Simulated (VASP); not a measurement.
# Cs4Mg3P4O16 (a cell with a defect) in VASP: notebook

Cs4Mg3P4O16 (a cell with a defect) is run at these levels: r2SCAN; tasks: single point.

All numbers are computed with VASP 6.6.1; they aren't measurements. Logs are shortened: lines on timing, memory, paths and dates and some standing lists are left out, and cuts for length are marked.

## (1) The cell of the first run

The cell holds a defect, 27 atoms: a = 8.933 Å, b = 5.528 Å, c = 9.649 Å, α = 90.00°, β = 90.00°, γ = 90.00°.

## (2) Single point, r2SCAN

POSCAR

```
Cs4Mg3P4O16
1.0
    8.9327000000      0.0000000000      0.0000000000
    0.0000000000      5.5277000000      0.0000000000
    0.0000000000      0.0000000000      9.6487000000
Cs Mg P O
4 3 4 16
Direct
    0.4760822596      0.2376033432      0.7024573259
    0.0175310936      0.7406335366      0.1954771109
    1.0075005318      0.2387430577      0.7876397857
    0.4859560939      0.7667384265      0.3031081907
    0.1712248256      0.7423340630      0.5785028035
    0.8195394450      0.2655534852      0.4203260543
    0.6793466701      0.7723465456      0.9216889322
    0.1992678585      0.2155326809      0.4132681087
    0.3011855318      0.7678962317      0.9261558552
    0.7171291995      0.2803878648      0.0740928830
    0.7976871495      0.7430034191      0.5923181361
    0.2493087196      0.2712882392      0.2656523677
    0.2325052896      0.7187799627      0.7772342388
    0.7664535919      0.2983519366      0.2339278867
    0.7327235886      0.7759827776      0.7398302362
    0.2718662890     -0.0170957179      0.4756495694
    0.2292923752      0.9869204190      0.9903303036
    0.7823950205      0.4842339490     -0.0146444599
    0.7105018639      0.5534309025      0.5077160654
    0.7502546822      0.9800821318      0.5058919854
    0.7765513227      0.0318215533      0.0152455771
    0.2405991470      0.5498127612      1.0077316115
    0.2421440326      0.4195777629      0.5122244447
    0.0270354988      0.1913815873      0.4222019547
    0.4717274732      0.7771224922      0.9140298693
    0.5425123423      0.2868824285      0.0711391172
    0.9600344801      0.6893463828      0.5924632334
```

INCAR.step1

```
SYSTEM = Cs4Mg3P4O16
PREC = Accurate
ENCUT = 520
ISMEAR = -1
SIGMA = 0.05
LREAL = Auto
LASPH = .TRUE.
NELM = 100
NBANDS = 98
GGA = PE
ALGO = Normal
EDIFF = 1E-4
LWAVE = .TRUE.
LCHARG = .FALSE.
```

INCAR.step2

```
SYSTEM = Cs4Mg3P4O16
PREC = Accurate
ENCUT = 520
EDIFF = 1E-6
ISMEAR = -1
SIGMA = 0.05
LREAL = Auto
LASPH = .TRUE.
NELM = 100
ALGO = Normal
ISIF = 2
LWAVE = .FALSE.
LCHARG = .FALSE.
METAGGA = R2SCAN
LMIXTAU = .TRUE.
NBANDS = 98
ISTART = 1
```

KPOINTS

```
regular mesh
0
G
  1 2 1
  0 0 0
```

Potentials or basis: VASP PAW PBE potentials, release 64 (Cs_sv, Mg, P, O).

Command:

```console
> cat potpaw_PBE.64/Cs_sv/POTCAR potpaw_PBE.64/Mg/POTCAR potpaw_PBE.64/P/POTCAR potpaw_PBE.64/O/POTCAR > POTCAR
> cp INCAR.step1 INCAR
> mpirun -np 1 vasp_std > vasp.out
> cp INCAR.step2 INCAR
> mpirun -np 1 vasp_std > vasp.out
```

OUTCAR:

```text
SYSTEM = Cs4Mg3P4O16
   PREC = Accurate
   ENCUT = 520
   EDIFF = 1E-6
   ISMEAR = -1
   LREAL = Auto
   LASPH = .TRUE.
   NELM = 100
   ISIF = 2
   METAGGA = R2SCAN
   ISTART = 1

 ion  position               nearest neighbor table
   1  0.476  0.238  0.702-
   2  0.018  0.741  0.195-
   3  0.008  0.239  0.788-
   4  0.486  0.767  0.303-
   5  0.171  0.742  0.579-  16 1.89  27 1.91  23 2.00  13 2.00   8 3.07
   6  0.820  0.266  0.420-  14 1.87  20 1.89  24 1.90  19 2.05  11 3.12
   7  0.679  0.772  0.922-  15 1.82  25 1.86  21 1.90  18 1.94  10 3.11  10 3.19
   8  0.199  0.216  0.413-  12 1.52  23 1.53  24 1.55  16 1.56   5 3.07
   9  0.301  0.768  0.926-  17 1.50  25 1.53  22 1.54  13 1.59
  10  0.717  0.280  0.074-  18 1.53  26 1.56  21 1.58  14 1.61   7 3.11   7 3.19
  11  0.798  0.743  0.592-  27 1.48  19 1.54  15 1.55  20 1.61   6 3.12
  12  0.249  0.271  0.266-   8 1.52
  13  0.233  0.719  0.777-   9 1.59   5 2.00
  14  0.766  0.298  0.234-  10 1.61   6 1.87
  15  0.733  0.776  0.740-  11 1.55   7 1.82
  16  0.272  0.983  0.476-   8 1.56   5 1.89
  17  0.229  0.987  0.990-   9 1.50
  18  0.782  0.484  0.985-  10 1.53   7 1.94
  19  0.711  0.553  0.508-  11 1.54   6 2.05
  20  0.750  0.980  0.506-  11 1.61   6 1.89
  21  0.777  0.032  0.015-  10 1.58   7 1.90
  22  0.241  0.550  0.008-   9 1.54
  23  0.242  0.420  0.512-   8 1.53   5 2.00
  24  0.027  0.191  0.422-   8 1.55   6 1.90
  25  0.472  0.777  0.914-   9 1.53   7 1.86
  26  0.543  0.287  0.071-  10 1.56
  27  0.960  0.689  0.592-  11 1.48   5 1.91

  LATTYP: Found a simple orthorhombic cell.
 ALAT       =     5.5277000000
 B/A-ratio  =     1.6159885667
 C/A-ratio  =     1.7455180274

  Lattice vectors:

 A1 = (   0.0000000000,  -5.5277000000,   0.0000000000)
 A2 = (   8.9327000000,   0.0000000000,   0.0000000000)
 A3 = (   0.0000000000,   0.0000000000,   9.6487000000)

Analysis of symmetry for initial positions (statically):
=====================================================================
 Subroutine PRICEL returns:
 Original cell was already a primitive cell.

 Routine SETGRP: Setting up the symmetry group for a
 simple orthorhombic supercell.

 Subroutine GETGRP returns: Found  1 space group operations
 (whereof  1 operations were pure point group operations)
 out of a pool of  8 trial point group operations.

The static configuration has the point symmetry C_1 .

Analysis of symmetry for dynamics (positions and initial velocities):
=====================================================================
 Subroutine PRICEL returns:
 Original cell was already a primitive cell.

 Routine SETGRP: Setting up the symmetry group for a
 simple orthorhombic supercell.

 Subroutine GETGRP returns: Found  1 space group operations
 (whereof  1 operations were pure point group operations)
 out of a pool of  8 trial point group operations.

The dynamic configuration has the point symmetry C_1 .

 Subroutine INISYM returns: Found  1 space group operations
 (whereof  1 operations are pure point group operations),
 and found     1 'primitive' translations

----------------------------------------------------------------------------------------

                                     Primitive cell

  volume of cell :     476.4266

  direct lattice vectors                    reciprocal lattice vectors
     8.932700000  0.000000000  0.000000000     0.111948235  0.000000000  0.000000000
     0.000000000  5.527700000  0.000000000     0.000000000  0.180907068  0.000000000
     0.000000000  0.000000000  9.648700000     0.000000000  0.000000000  0.103640905

  length of vectors
     8.932700000  5.527700000  9.648700000     0.111948235  0.180907068  0.103640905

  position of ions in fractional coordinates (direct lattice)
     0.476082260  0.237603343  0.702457326
     0.017531094  0.740633537  0.195477111
     0.007500532  0.238743058  0.787639786
     0.485956094  0.766738426  0.303108191
     0.171224826  0.742334063  0.578502804
     0.819539445  0.265553485  0.420326054
[... 19 lines left out ...]
[... 49 lines left out ...]
   IALGO  =     38    algorithm
   IMIX   =      4    mixing-type and parameters
     AMIX     =   0.40;   BMIX     =  1.00
     AMIX_MAG =   1.60;   BMIX_MAG =  1.00
  volume/ion in A,a.u.               =      17.65       119.08
  Fermi-wavevector in a.u.,A,eV,Ry     =   1.133170  2.141381 17.470900  1.284075
  Thomas-Fermi vector in A             =   2.269873
   LORBIT       =      0    0 simple, 1 ext, 2 COOP (PROOUT), +10 PAW based schemes
   METAGGA = R2SCAN    functional components
   LHFCALC =     F    Hartree Fock is set to
   AEXX    =    0.0000 exact exchange contribution
   IVDW    =     0    specifies the selected vdW correction
   LEPSILON=     F    determine dielectric tensor
   LRPA    =     F    only Hartree local field effects (RPA)
 non-spin polarized calculation
  energy-cutoff  :      520.00
  volume of cell :      476.43
 maximum number of plane-waves:     12851
 NGX is ok and might be reduce to    70
   NGX = 33   NGY = 21   NGZ = 35

 number of electron     157.9999999 magnetization

 Free energy of the ion-electron system (eV)
  ---------------------------------------------------
  ext. energy  EPLUGINS =         0.00000000
  ---------------------------------------------------
  free energy    TOTEN  =      -309.54098778 eV

  energy without entropy =     -309.37354792  energy(sigma->0) =     -309.45726785

 E-fermi :  -0.0905     XC(G=0):  -9.0857

 val. band max:       -0.1211569256   @ k =   0.0000   0.5000   0.0000
 cond. band min:      -0.0222984975   @ k =   0.0000   0.0000   0.0000
 fundamental gap:      0.0988584281
 Fermi energy:        -0.0904923439

 k-point     1 :       0.0000    0.0000    0.0000
  band No.  band energies     occupation
      1     -21.5176      2.00000
      2     -21.3595      2.00000
      3     -21.1519      2.00000
      4     -20.9325      2.00000
      5     -20.0856      2.00000
      6     -20.0711      2.00000
[... 83 lines left out ...]
     90       7.9169      0.00000
     91       8.1301      0.00000

 k-point     2 :       0.0000    0.5000    0.0000
  band No.  band energies     occupation
      1     -21.4790      2.00000
      2     -21.3415      2.00000
      3     -21.1283      2.00000
      4     -20.9022      2.00000
      5     -20.0979      2.00000
      6     -20.0646      2.00000
[... 83 lines left out ...]
     90       7.9133      0.00000
     91       7.9300      0.00000
 [bands above 91 left out]

------------------------ aborting loop because EDIFF is reached ----------------------------------------

  FORCE on cell =-STRESS in cart. coord.  units (eV):
  Direction    XX          YY          ZZ          XY          YZ          ZX
  --------------------------------------------------------------------------------------
  -------------------------------------------------------------------------------------
  Total        0.4016605     -2.0850304     -4.5805725      2.7340146      0.1136683     -2.6386852
  in kB        1.3507460     -7.0117587    -15.4040290      9.1942307      0.3822556     -8.8736470
  external PRESSURE =      -7.0216806 kB  Pullay stress =       0.0000000 kB

 VOLUME and BASIS-vectors are now :
 -----------------------------------------------------------------------------
  energy-cutoff  :      520.00
  volume of cell :      476.43
      direct lattice vectors                 reciprocal lattice vectors
     8.932700000  0.000000000  0.000000000     0.111948235  0.000000000  0.000000000
     0.000000000  5.527700000  0.000000000     0.000000000  0.180907068  0.000000000
     0.000000000  0.000000000  9.648700000     0.000000000  0.000000000  0.103640905

 POSITION                                       TOTAL-FORCE (eV/Angst)
 -----------------------------------------------------------------------------------
      4.25270      1.31340      6.77780         0.313235      0.129740      0.310492
      0.15660      4.09400      1.88610        -0.137644      0.046826      0.088618
      0.06700      1.31970      7.59970         0.068698      0.018358      0.386416
      4.34090      4.23830      2.92460         0.312196     -0.267287     -0.737402
      1.52950      4.10340      5.58180         0.289242     -1.297868      0.825197
      7.32070      1.46790      4.05560        -0.343827      0.399225      0.335414
[... 19 lines left out ...]
      4.84610      1.58580      0.68640         1.771027      0.030569      0.067500
      8.57570      3.81050      5.71650         1.763131      0.019689      0.012868
 -----------------------------------------------------------------------------------
    total drift:                                0.015831      0.006040      0.004731

  FREE ENERGIE OF THE ION-ELECTRON SYSTEM (eV)
  ---------------------------------------------------
  free  energy   TOTEN  =      -309.5409877844 eV

  energy  without entropy=     -309.3735479172  energy(sigma->0) =     -309.45726785
```

Run time: 8 min. Hardware: 1 thread of Intel Xeon 6975P-C (Granite Rapids), shared host; peak memory 0.55 GiB.

What came out:

* Free energy: -309.5410 eV
* Pressure: -0.7 GPa
* Largest force: 5.121 eV/Å
* Band gap on the k mesh: 0.01 eV

Forces on the atoms (eV/Å):
```
Cs   0.313  0.130  0.310
Cs  -0.138  0.047  0.089
Cs   0.069  0.018  0.386
Cs   0.312 -0.267 -0.737
Mg   0.289 -1.298  0.825
Mg  -0.344  0.399  0.335
Mg   0.218 -0.242  0.851
P   -0.466  0.575 -0.329
P   -0.511 -1.690 -1.784
P   -0.854 -1.627  1.671
P   -4.249  2.611 -1.162
O   -0.141 -0.544  0.964
O    0.624  0.871 -0.208
O   -0.556  0.163 -2.951
O    1.123 -0.241 -2.369
O   -0.543  0.401 -0.263
O   -0.042  0.653  0.186
O    0.129 -0.105  0.576
O    0.720 -1.597  0.442
O    0.823 -1.152  1.603
O   -0.311  1.532  0.747
O    0.395  0.198  0.235
O    0.313  1.290  0.472
O    0.624 -0.285 -0.159
O   -1.332  0.108  0.190
O    1.771  0.031  0.068
O    1.763  0.020  0.013
```

Caveat: the k points lie up to 0.70 Å⁻¹ apart; the smearing spreads over this small gap; semilocal functionals underestimate gaps, and a narrow one can read as zero; the PAW data sets were made with another functional, which shifts forces and pressure a little; spin-orbit coupling is left out, which moves the levels of the heavy elements.

[end of part 1 of 2]

The gap in the log of VASP goes by the Fermi energy; the results here count the filled bands.